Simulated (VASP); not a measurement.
# HfC (Fm-3m) in VASP: a series of runs

The runs below take HfC through vibrations by perturbation theory, electric field gradients, with PBEsol, PBE+D4.

All numbers are computed with VASP 6.6.1; they aren't measurements. Logs are shortened: lines on timing, memory, paths and dates and some standing lists are left out, and cuts for length are marked.

## (1) The cell of the first run

Symmetry: Fm-3m, No. 225, cubic system. The conventional cell has a = 4.650 Å, b = 4.650 Å, c = 4.650 Å, α = 90.00°, β = 90.00°, γ = 90.00°. Hf (site symmetry m-3m) has 6 C at 2.33 Å within 3.1 Å. C (site symmetry m-3m) has 6 Hf at 2.33 Å within 3.1 Å.

## (2) Vibrations by perturbation theory, PBEsol

INCAR

```
SYSTEM = HfC
ALGO = Normal ; EDIFF = 1E-8
ENCUT = 520 ; GGA = PS
IBRION = 8 ; ISIF = 2
ISMEAR = -1 ; LASPH = .TRUE.
LCHARG = .FALSE. ; LREAL = .FALSE.
LWAVE = .FALSE. ; NBANDS = 14
NELM = 100 ; NSW = 1
PREC = Accurate ; SIGMA = 0.05
```

KPOINTS

```
k-points
0
G
  7 7 7
  0 0 0
```

POSCAR

```
HfC
1.0
    0.0000000000      2.3250000000      2.3250000000
    2.3250000000      0.0000000000      2.3250000000
    2.3250000000      2.3250000000      0.0000000000
Hf C
1 1
Direct
    0.5000000000      0.5000000000      0.5000000000
    0.0000000000      0.0000000000      0.0000000000
```

Potentials or basis: VASP PAW PBE potentials, release 64 (Hf_pv, C).

Launch:

```
$ cat potpaw_PBE.64/Hf_pv/POTCAR potpaw_PBE.64/C/POTCAR > POTCAR
$ mpirun -np 1 vasp_std > vasp.out
```

OUTCAR:

```text
SYSTEM = HfC
   EDIFF = 1E-8
   ENCUT = 520
   GGA = PS
   IBRION = 8
   ISIF = 2
   ISMEAR = -1
   LASPH = .TRUE.
   LREAL = .FALSE.
   NELM = 100
   NSW = 1
   PREC = Accurate

 ion  position               nearest neighbor table
   1  0.500  0.500  0.500-   2 2.33   2 2.33   2 2.33   2 2.33   2 2.33   2 2.33
   2  0.000  0.000  0.000-   1 2.33   1 2.33   1 2.33   1 2.33   1 2.33   1 2.33

  LATTYP: Found a face centered cubic cell.
 ALAT       =     4.6500000000

  Lattice vectors:

 A1 = (   0.0000000000,   2.3250000000,   2.3250000000)
 A2 = (   2.3250000000,   0.0000000000,   2.3250000000)
 A3 = (   2.3250000000,   2.3250000000,   0.0000000000)

Analysis of symmetry for initial positions (statically):
=====================================================================
 Subroutine PRICEL returns:
 Original cell was already a primitive cell.

 Routine SETGRP: Setting up the symmetry group for a
 face centered cubic supercell.

 Subroutine GETGRP returns: Found 48 space group operations
 (whereof 48 operations were pure point group operations)
 out of a pool of 48 trial point group operations.

The static configuration has the point symmetry O_h .

Analysis of symmetry for dynamics (positions and initial velocities):
=====================================================================
 Subroutine PRICEL returns:
 Original cell was already a primitive cell.

 Routine SETGRP: Setting up the symmetry group for a
 face centered cubic supercell.

 Subroutine GETGRP returns: Found 48 space group operations
 (whereof 48 operations were pure point group operations)
 out of a pool of 48 trial point group operations.

The dynamic configuration has the point symmetry O_h .

 Subroutine INISYM returns: Found 48 space group operations
 (whereof 48 operations are pure point group operations),
[... 494 lines left out ...]
  in kB      -69.2014842    -69.2014842    -69.2014842      0.0000000      0.0000000      0.0000000
  external PRESSURE =     -69.2014842 kB  Pullay stress =       0.0000000 kB

 VOLUME and BASIS-vectors are now :
 -----------------------------------------------------------------------------
  energy-cutoff  :      520.00
  volume of cell :       25.14
      direct lattice vectors                 reciprocal lattice vectors
     0.000000000  2.325000000  2.325000000    -0.215053763  0.215053763  0.215053763
     2.325000000  0.000000000  2.325000000     0.215053763 -0.215053763  0.215053763
     2.325000000  2.325000000  0.000000000     0.215053763  0.215053763 -0.215053763

 POSITION                                       TOTAL-FORCE (eV/Angst)
 -----------------------------------------------------------------------------------
      2.32500      2.32500      2.32500        -0.000000      0.000000      0.000000
      0.00000      0.00000      0.00000         0.000000     -0.000000      0.000000
 -----------------------------------------------------------------------------------
    total drift:                                0.000000     -0.000000      0.000000

  FREE ENERGIE OF THE ION-ELECTRON SYSTEM (eV)
  ---------------------------------------------------
  free  energy   TOTEN  =       -22.1733408261 eV

  energy  without entropy=      -22.1686970327  energy(sigma->0) =      -22.17101893

[... ionic steps 2 to 3 ...]

--------------------------------------- Ionic step        4  -------------------------------------------

------------------------ aborting loop because EDIFF is reached ----------------------------------------

[... ionic steps 5 to 6 ...]

--------------------------------------- Ionic step        7  -------------------------------------------

 Free energy of the ion-electron system (eV)
  ---------------------------------------------------
  ---------------------------------------------------
  free energy    TOTEN  =        -0.11935309 eV

  energy without entropy =       -0.11935309

------------------------ aborting loop because EDIFF is reached ----------------------------------------

 INTERNAL STRAIN TENSOR  FOR ION    2  DIRECTION 1   (eV/Angst):
 -----------------------------------------------------------------------------
    -0.03329 -0.00000 -0.00000
     0.00000  0.00953 -0.00000
     0.00000 -0.00000  0.00953

 INTERNAL STRAIN TENSOR FOR ION    2 for displacements in x,y,z  (eV/Angst):
          X           Y           Z          XY          YZ          ZX
  --------------------------------------------------------------------------------
  x     0.00000     0.00000     0.00000     0.00000     0.00000     0.00000
  y     0.00000     0.00000     0.00000     0.00000     0.00000     0.00000
  z     0.00000     0.00000     0.00000     0.00000     0.00000     0.00000

 SECOND DERIVATIVES (NOT SYMMETRIZED)
 ------------------------------------
               1X          1Y          1Z          2X          2Y          2Z
  1X    -8.017463    0.000000    0.000000    8.017463    0.000000    0.000000
  1Y     0.000000   -8.017463    0.000000    0.000000    8.017463    0.000000
  1Z     0.000000    0.000000   -8.017463    0.000000    0.000000    8.017463
  2X     8.015932    0.000000    0.000000   -8.015932    0.000000    0.000000
  2Y     0.000000    8.015932    0.000000    0.000000   -8.015932    0.000000
  2Z     0.000000    0.000000    8.015932    0.000000    0.000000   -8.015932

 Eigenvectors and eigenvalues of the dynamical matrix
 ----------------------------------------------------

   1 f  =   13.194181 THz    82.901486 2PiTHz  440.110512 cm-1    54.566724 meV
             X         Y         Z           dx          dy          dz
      2.325000  2.325000  2.325000     0.251119   -0.000000   -0.000000
      0.000000  0.000000  0.000000    -0.967956   -0.000000   -0.000000
[... 21 lines left out ...]
   6 f/i=    0.000306 THz     0.001924 2PiTHz    0.010216 cm-1     0.001267 meV
             X         Y         Z           dx          dy          dz
      2.325000  2.325000  2.325000     0.330502   -0.792504    0.446817
      0.000000  0.000000  0.000000     0.085743   -0.205601    0.115919

--------------------------------------------------------------------------------------------------------

 ELASTIC MODULI CONTR FROM IONIC RELAXATION (kBar)
 Direction    XX          YY          ZZ          XY          YZ          ZX
 --------------------------------------------------------------------------------
 XX           0.0000      0.0000      0.0000      0.0000      0.0000      0.0000
 YY           0.0000      0.0000      0.0000      0.0000      0.0000      0.0000
 ZZ           0.0000      0.0000      0.0000      0.0000      0.0000      0.0000
 XY           0.0000      0.0000      0.0000      0.0000      0.0000      0.0000
 YZ           0.0000      0.0000      0.0000      0.0000      0.0000      0.0000
 ZX           0.0000      0.0000      0.0000      0.0000      0.0000      0.0000
 --------------------------------------------------------------------------------
```

OSZICAR:

```text
N       E                     dE             d eps       ncg     rms          rms(c)
DAV:   1     0.236071734448E+02    0.23607E+02   -0.78729E+03   560   0.987E+02
DAV:   2    -0.234528475532E+02   -0.47060E+02   -0.44137E+02   724   0.208E+02
DAV:   3    -0.250735759558E+02   -0.16207E+01   -0.16135E+01   662   0.268E+01
DAV:   4    -0.250814209471E+02   -0.78450E-02   -0.78442E-02   638   0.227E+00
[... 42 lines left out ...]
RMM:   6    -0.119363685549E+00   -0.40639E-06   -0.34119E-07  1944   0.383E-03    0.239E-03
RMM:   7    -0.119351937689E+00    0.11748E-04   -0.77135E-08  1849   0.177E-03    0.178E-03
RMM:   8    -0.119353786874E+00   -0.18492E-05   -0.68833E-09  1955   0.533E-04    0.116E-04
RMM:   9    -0.119353093609E+00    0.69327E-06    0.37074E-09  1971   0.115E-04    0.118E-04
RMM:  10    -0.119353092964E+00    0.64460E-09   -0.42196E-10  2062   0.263E-05    0.371E-05
 Linear response finished
```

stdout:

```text
POSCAR found type information on POSCAR HfC
 POSCAR found :  2 types and       2 ions
 scaLAPACK will be used
 -----------------------------------------------------------------------------
|                                                                             |
|                                                                             |
|     You enforced a specific xc type in the INCAR file but a different       |
|     I HOPE YOU KNOW WHAT YOU ARE DOING!                                     |
|                                                                             |
 -----------------------------------------------------------------------------

 LDA part: xc-table for (Slater+PW92), standard interpolation
 POSCAR, INCAR and KPOINTS ok, starting setup
 FFT: planning ... GRIDC
 FFT: planning ... GRID_SOFT
 FFT: planning ... GRID
 WAVECAR not read
 entering main loop
 Linear response reoptimize wavefunctions to high precision
 Linear response DOF=           2
 Linear response progress:
 first order change of Fermi-energy   0.12101E-02
 force on displaced ion       1 direction 1 :  -8.017   0.000   0.000
 Linear response progress:
 first order change of Fermi-energy  -0.83304E-03
 force on displaced ion       2 direction 1 :  -8.016   0.000   0.000
 Linear response finished
```

Run time: 82 s. Hardware: 1 thread of Intel Xeon 8259CL, shared host; peak memory 0.18 GiB.

What came out:

```
Highest phonon frequency at Γ, LO-TO splitting left out : 440 cm⁻¹
```

Phonon frequencies in cm⁻¹ (negative: imaginary):
```
              q point        frequencies
(0.000, 0.000, 0.000)  0 0 0 440 440 440
```

Caveat: the cell wasn't relaxed at this level first, which shifts response properties; the PAW data sets were made with another functional, which shifts forces and pressure a little; spin-orbit coupling is left out, which moves the levels of the heavy elements.

[end of part 1 of 2]
